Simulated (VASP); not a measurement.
Here is a VASP 6.6.1 calculation.

INCAR

```
PREC = Accurate
ENCUT = 520
EDIFF = 1E-7
ISMEAR = -1
SIGMA = 0.05
LREAL = False
LASPH = True
NELM = 100
ALGO = Normal
ISIF = 2
LWAVE = False
LCHARG = False
GGA = CA
NBANDS = 22
```

File KPOINTS:

```
regular mesh
0
Gamma
  9 9 9
```

POSCAR

```
LaPd2
1.0
   -1.9340339862      1.9340339862      4.3660662936
    1.9340339862     -1.9340339862      4.3660662936
    1.9340339862      1.9340339862     -4.3660662936
La Pd
1 2
Direct
    0.0000000000      0.0000000000      0.0000000000
    0.2500000000      0.7500000000      0.5000000000
    0.7500000000      0.2500000000      0.5000000000
```

Potentials or basis: VASP PAW LDA potentials, release 64 (La, Pd).

Launch:

```bash
$ cat potpaw_LDA.64/La/POTCAR potpaw_LDA.64/Pd/POTCAR > POTCAR
$ mpirun -np 1 vasp_std > vasp.out
```

Question: Estimate the pressure.

Answer: 0.1 GPa.
